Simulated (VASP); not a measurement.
# TiSi2 (Fdd2) in VASP: single point with PBE

Aim: the single point of TiSi2 with PBE.

Program: VASP 6.6.1. These are calculated values, not measurements. Logs are shortened: lines on timing, memory, paths and dates and some standing lists are left out, and cuts for length are marked.

## Step 1: The cell of the first run

The structure is orthorhombic, space group Fdd2 (No. 43). Conventional cell: a = 8.270 Å, b = 8.559 Å, c = 4.808 Å, α = 90.00°, β = 90.00°, γ = 90.00°. Within 3.3 Å of Ti (site symmetry 2) lie 10 Si at 2.54 to 2.82 Å and 4 Ti at 3.21 Å. Si (site symmetry 1) has 9 Si at 2.53 to 3.30 Å and 5 Ti at 2.54 to 2.82 Å within 3.4 Å.

## Step 2: Single point, PBE (atoms displaced along a vibrational mode)

INCAR reads:

```
SYSTEM = TiSi2
ALGO     = Normal         ! electronic algorithm
EDIFF    = 1E-6           ! SCF threshold, eV
ENCUT    = 520            ! plane-wave cutoff, eV
GGA      = PE             ! functional
ISIF     = 2              ! what is computed and relaxed
ISMEAR   = 0              ! smearing method
LASPH    = .TRUE.         ! aspherical terms in the spheres
LCHARG   = .TRUE.         ! write CHGCAR
LELF     = .TRUE.         ! ELF
LREAL    = .FALSE.        ! projectors in reciprocal space
LVHAR    = .TRUE.       
LWAVE    = .FALSE.        ! write WAVECAR
NBANDS   = 29             ! bands
NELM     = 60             ! most SCF steps
PREC     = Accurate       ! precision mode
SIGMA    = 0.15           ! smearing width, eV
```

KPOINTS reads:

```
k-points
0
G
  14 14 14
  0 0 0
```

POSCAR reads:

```
TiSi2
1.0
    0.0000000000      4.1351811263      4.2795976070
    2.4038689094      0.0000000000      4.2795976070
    2.4038689094      4.1351811263      0.0000000000
Ti Si
2 4
Direct
    0.7419966226      0.7580033774      0.7580033774
    0.4919966226      0.5080033774      0.5080033774
    0.0857641182      0.3984745495      0.0878848000
    0.4278765323      0.0878848000      0.3984745495
    0.1621152000      0.8221234677      0.1642358818
    0.8515254505      0.1642358818      0.8221234677
```

Potentials or basis: VASP PAW PBE potentials, release 64 (Ti_sv, Si).

The run is started by

```sh
$ cat potpaw_PBE.64/Ti_sv/POTCAR potpaw_PBE.64/Si/POTCAR > POTCAR
$ mpirun -np 1 vasp_std > vasp.out
```

OUTCAR:

```text
SYSTEM = TiSi2
   EDIFF = 1E-6
   ENCUT = 520
   GGA = PE
   ISIF = 2
   ISMEAR = 0
   LASPH = .TRUE.
   LREAL = .FALSE.
   NELM = 60
   PREC = Accurate

 ion  position               nearest neighbor table
   1  0.742  0.758  0.758-   6 2.54   5 2.54   5 2.58   6 2.58   4 2.70   3 2.70   3 2.79   4 2.79
                             4 2.82   3 2.82
   2  0.492  0.508  0.508-   3 2.54   4 2.54   4 2.58   3 2.58   6 2.70   5 2.70   5 2.79   6 2.79
                             6 2.82   5 2.82
   3  0.086  0.398  0.088-   5 2.53   5 2.53   2 2.54   2 2.58   1 2.70   4 2.70   1 2.79   4 2.80
                             4 2.80   1 2.82   6 3.12   6 3.12
   4  0.428  0.088  0.398-   6 2.53   6 2.53   2 2.54   2 2.58   1 2.70   3 2.70   1 2.79   3 2.80
                             3 2.80   1 2.82   5 3.12   5 3.12
   5  0.162  0.822  0.164-   3 2.53   3 2.53   1 2.54   1 2.58   2 2.70   6 2.70   2 2.79   6 2.80
                             6 2.80   2 2.82   4 3.12   4 3.12
   6  0.852  0.164  0.822-   4 2.53   4 2.53   1 2.54   1 2.58   2 2.70   5 2.70   2 2.79   5 2.80
                             5 2.80   2 2.82   3 3.12   3 3.12

  LATTYP: Found a face centered orthorhombic cell.
 ALAT       =     4.8077378188
 B/A-ratio  =     1.7202190644
 C/A-ratio  =     1.7802957517

  Lattice vectors:

 A1 = (   0.0000000000,   4.1351811263,   4.2795976070)
 A2 = (   2.4038689094,   0.0000000000,   4.2795976070)
 A3 = (   2.4038689094,   4.1351811263,   0.0000000000)

Analysis of symmetry for initial positions (statically):
=====================================================================
 Subroutine PRICEL returns:
 Original cell was already a primitive cell.

 Routine SETGRP: Setting up the symmetry group for a
 face centered orthorhombic supercell.

 Subroutine GETGRP returns: Found  4 space group operations
 (whereof  2 operations were pure point group operations)
 out of a pool of  8 trial point group operations.

The static configuration has the point symmetry C_2 .
 The point group associated with its full space group is C_2v.

Analysis of symmetry for dynamics (positions and initial velocities):
=====================================================================
 Subroutine PRICEL returns:
 Original cell was already a primitive cell.

 Routine SETGRP: Setting up the symmetry group for a
 face centered orthorhombic supercell.

 Subroutine GETGRP returns: Found  4 space group operations
 (whereof  2 operations were pure point group operations)
 out of a pool of  8 trial point group operations.

The dynamic configuration has the point symmetry C_2 .
 The point group associated with its full space group is C_2v.

 Subroutine INISYM returns: Found  4 space group operations
 (whereof  2 operations are pure point group operations),
 and found     1 'primitive' translations

----------------------------------------------------------------------------------------

                                     Primitive cell

  volume of cell :      85.0821

  direct lattice vectors                    reciprocal lattice vectors
     0.000000000  4.135181126  4.279597607    -0.207998031  0.120913688  0.116833414
     2.403868909  0.000000000  4.279597607     0.207998031 -0.120913688  0.116833414
     2.403868909  4.135181126  0.000000000     0.207998031  0.120913688 -0.116833414

  length of vectors
     5.951023326  4.908517231  4.783127500     0.267457188  0.267457188  0.267457188

  position of ions in fractional coordinates (direct lattice)
     0.741996623  0.758003377  0.758003377
     0.491996623  0.508003377  0.508003377
     0.085764118  0.398474550  0.087884800
     0.427876532  0.087884800  0.398474550
     0.162115200  0.822123468  0.164235882
     0.851525450  0.164235882  0.822123468

  ion indices of the primitive-cell ions
   primitive index   ion index
                 1           1
                 2           2
                 3           3
                 4           4
                 5           5
                 6           6

----------------------------------------------------------------------------------------

 KPOINTS: k-points

Automatic generation of k-mesh.
 Grid dimensions read from file:
 generate k-points for:   14   14   14

 Generating k-lattice:

  Cartesian coordinates                     Fractional coordinates (reciprocal lattice)
    -0.014857002  0.008636692  0.008345244     0.071428571  0.000000000 -0.000000000
     0.014857002 -0.008636692  0.008345244     0.000000000  0.071428571  0.000000000
     0.014857002  0.008636692 -0.008345244    -0.000000000  0.000000000  0.071428571

  Length of vectors
     0.019104085  0.019104085  0.019104085

  Shift w.r.t. Gamma in fractional coordinates (k-lattice)
     0.000000000  0.000000000  0.000000000

 Subroutine IBZKPT returns following result:
 ===========================================

 Found    428 irreducible k-points:

 Following reciprocal coordinates:
            Coordinates               Weight
  0.000000  0.000000  0.000000      1.000000
  0.071429 -0.000000 -0.000000      8.000000
  0.142857 -0.000000  0.000000      8.000000
  0.214286  0.000000 -0.000000      8.000000
  0.285714 -0.000000 -0.000000      8.000000
  0.357143 -0.000000 -0.000000      8.000000
[... 16 lines left out ...]
  0.214286  0.142857 -0.000000      8.000000
  0.285714  0.142857 -0.000000      8.000000
 [... further k-points ...]
   k-points           NKPTS =    428   k-points in BZ     NKDIM =    428   number of bands    NBANDS=     29
   number of dos      NEDOS =    301   number of ions     NIONS =      6
   total plane-waves  NPLWV =  69120
   dimension x,y,z NGX =    48 NGY =   40 NGZ =   36
   dimension x,y,z NGXF=    96 NGYF=   80 NGZF=   72
   ions per type =               2   4
   NGX,Y,Z   is equivalent  to a cutoff of  13.41, 13.55, 12.51 a.u.
   NGXF,Y,Z  is equivalent  to a cutoff of  26.82, 27.10, 25.02 a.u.
 SYSTEM =  TiSi2
   PREC   = accura    normal or accurate (medium, high low for compatibility)
   ISTART =      0    job   : 0-new  1-cont  2-samecut
   ICHARG =      2    charge: 1-file 2-atom 10-const
   ISPIN  =      1    spin polarized calculation?
   LNONCOLLINEAR =      F non collinear calculations
   LSORBIT =      F    spin-orbit coupling
   LASPH  =      T    aspherical Exc in radial PAW
   ENCUT  =  520.0 eV  38.22 Ry    6.18 a.u.  11.06  9.13  8.89*2*pi/ulx,y,z
   NELM   =     60;   NELMIN=  2; NELMDL= -5     # of ELM steps
   EDIFF  = 0.1E-05   stopping-criterion for ELM
   LREAL  =      F    real-space projection
[... 7 lines left out ...]
   TEBEG  =    0.0;   TEEND  =   0.0 temperature during run
   PSTRESS=    0.0 pullay stress
   NELECT =      40.0000    total number of electrons
   NUPDOWN=      -1.0000    fix difference up-down
   EMIN   =  10.00;   EMAX   =-10.00  energy-range for DOS
   EFERMI =   0.00;   METHOD = LEGACY
   ISMEAR =     0;   SIGMA  =   0.15  broadening in eV -4-tet -1-fermi 0-gaus
   EFERMI_NEDOS =   21; number of points for ismear=-14 and -15
   IALGO  =     38    algorithm
   IMIX   =      4    mixing-type and parameters
     AMIX     =   0.40;   BMIX     =  1.00
     AMIX_MAG =   1.60;   BMIX_MAG =  1.00
  volume/ion in A,a.u.               =      14.18        95.69
  Fermi-wavevector in a.u.,A,eV,Ry     =   1.272962  2.405549 22.047316  1.620432
  Thomas-Fermi vector in A             =   2.405812
   LORBIT       =      0    0 simple, 1 ext, 2 COOP (PROOUT), +10 PAW based schemes
   GGA     = PE    functional components
   LHFCALC =     F    Hartree Fock is set to
   AEXX    =    0.0000 exact exchange contribution
   IVDW    =     0    specifies the selected vdW correction
   LEPSILON=     F    determine dielectric tensor
   LRPA    =     F    only Hartree local field effects (RPA)
 non-spin polarized calculation
 Gauss-broadening in eV      SIGMA  =   0.15
  energy-cutoff  :      520.00
  volume of cell :       85.08
 maximum number of plane-waves:      2310
 NGX is ok and might be reduce to    48
   NGX = 23   NGY = 19   NGZ = 17

 number of electron      40.0000000 magnetization

 Free energy of the ion-electron system (eV)
  ---------------------------------------------------
  ext. energy  EPLUGINS =         0.00000000
  ---------------------------------------------------
  free energy    TOTEN  =       -40.66760101 eV

  energy without entropy =      -40.64184448  energy(sigma->0) =      -40.65472274

 E-fermi :  10.0197     XC(G=0): -11.6731

 val. band max:       10.0182271680   @ k =  -0.2857   0.1429   0.0714
 cond. band min:      10.0198608063   @ k =  -0.2857   0.1429   0.0000
 fundamental gap:      0.0016336383
 Fermi energy:        10.0197406122

 k-point     1 :       0.0000    0.0000    0.0000
  band No.  band energies     occupation
      1     -46.2896      2.00000
      2     -46.2628      2.00000
      3     -22.6590      2.00000
      4     -22.6564      2.00000
      5     -22.5767      2.00000
      6     -22.5623      2.00000
[... 21 lines left out ...]
     28      13.6956      0.00000
     29      13.7616      0.00000

 k-point     2 :       0.0714   -0.0000   -0.0000
  band No.  band energies     occupation
      1     -46.2894      2.00000
      2     -46.2631      2.00000
      3     -22.6590      2.00000
      4     -22.6561      2.00000
      5     -22.5780      2.00000
      6     -22.5623      2.00000
[... 21 lines left out ...]
     28      13.6124      0.00000
     29      13.7489      0.00000

 k-point     3 :       0.1429   -0.0000    0.0000
  band No.  band energies     occupation
      1     -46.2886      2.00000
      2     -46.2638      2.00000
      3     -22.6600      2.00000
      4     -22.6539      2.00000
      5     -22.5819      2.00000
      6     -22.5623      2.00000
[... 21 lines left out ...]
     28      13.7901      0.00000
     29      13.9177      0.00000

 k-point     4 :       0.2143    0.0000   -0.0000
  band No.  band energies     occupation
      1     -46.2874      2.00000
      2     -46.2649      2.00000
      3     -22.6620      2.00000
      4     -22.6501      2.00000
      5     -22.5880      2.00000
      6     -22.5619      2.00000
[... 597 lines left out ...]
     28      13.9366      0.00000
     29      14.1680      0.00000

 k-point    23 :       0.2143    0.1429   -0.0000
  band No.  band energies     occupation
      1     -46.2874      2.00000
      2     -46.2650      2.00000
      3     -22.6559      2.00000
      4     -22.6486      2.00000
      5     -22.5912      2.00000
      6     -22.5589      2.00000
[... 21 lines left out ...]
     28      13.7407      0.00000
     29      14.2820      0.00000

 k-point    24 :       0.2857    0.1429   -0.0000
  band No.  band energies     occupation
      1     -46.2861      2.00000
      2     -46.2662      2.00000
      3     -22.6581      2.00000
      4     -22.6420      2.00000
      5     -22.5982      2.00000
      6     -22.5586      2.00000
[... 21 lines left out ...]
     28      13.9223      0.00000
     29      14.3320      0.00000

 [... further k-points ...]
[... 5 lines left out ...]
  --------------------------------------------------------------------------------------
  -------------------------------------------------------------------------------------
  Total        0.2213421     -0.1055083      0.1984511      0.0000000      0.0000000      0.0000000
  in kB        4.1680830     -1.9868215      3.7370236      0.0000000      0.0000000      0.0000000
  external PRESSURE =       1.9727617 kB  Pullay stress =       0.0000000 kB

 VOLUME and BASIS-vectors are now :
 -----------------------------------------------------------------------------
  energy-cutoff  :      520.00
  volume of cell :       85.08
      direct lattice vectors                 reciprocal lattice vectors
     0.000000000  4.135181126  4.279597607    -0.207998031  0.120913688  0.116833414
     2.403868909  0.000000000  4.279597607     0.207998031 -0.120913688  0.116833414
     2.403868909  4.135181126  0.000000000     0.207998031  0.120913688 -0.116833414

 POSITION                                       TOTAL-FORCE (eV/Angst)
 -----------------------------------------------------------------------------------
      3.64428      6.20277      6.41940        -0.229983      0.000000     -0.000000
      2.44235      4.13518      4.27960        -0.229983     -0.000000     -0.000000
      1.16914      0.71807      2.07235         0.114991     -0.020547      0.234380
      1.16914      3.41711      2.20725         0.114991      0.020547     -0.234380
      2.37108      1.34952      4.21215         0.114991      0.020547      0.234380
      2.37108      6.92084      4.34705         0.114991     -0.020547     -0.234380
 -----------------------------------------------------------------------------------
    total drift:                                0.000080     -0.000022     -0.000001

  FREE ENERGIE OF THE ION-ELECTRON SYSTEM (eV)
  ---------------------------------------------------
  free  energy   TOTEN  =       -40.6676010074 eV

  energy  without entropy=      -40.6418444795  energy(sigma->0) =      -40.65472274
```

It took 31 min on 1 thread of Intel Xeon 8259CL, shared host; peak memory 0.9 GiB.

What came out:

```yaml
Free_energy: -40.6676 eV
Pressure: 0.2 GPa
Largest_force: 0.262 eV/Å
Band_gap_on_the_k_mesh: zero (bands 20 and 21 overlap by 1.80 eV)
```

Forces on the atoms (eV/Å):
```
Ti  -0.230  0.000  0.000
Ti  -0.230  0.000  0.000
Si   0.115 -0.021  0.234
Si   0.115  0.021 -0.234
Si   0.115  0.021  0.234
Si   0.115 -0.021 -0.234
```

Levels at points of the mesh, in eV from the Fermi level:
| k point | band 18 | band 19 | band 20 | band 21 | band 22 | band 23 |
| --- | --- | --- | --- | --- | --- | --- |
| (0.00, 0.00, 0.00) | -2.05 | -1.77 | -1.36 | -0.90 | 2.03 | 3.04 |
| (0.50, 0.00, 0.00) | -1.05 | -0.02 | 0.15 | 0.97 | 1.34 | 1.67 |
| (0.50, 0.50, 0.00) | -1.57 | -0.95 | -0.95 | 0.75 | 0.75 | 3.15 |
| (0.50, 0.00, 0.50) | -2.19 | -0.86 | -0.86 | 1.26 | 1.26 | 3.20 |
| (0.00, 0.50, 0.50) | -1.13 | -0.65 | -0.65 | 0.85 | 0.85 | 2.25 |

Caveat: the cell differs from its parent crystal (atoms displaced along a vibrational mode).
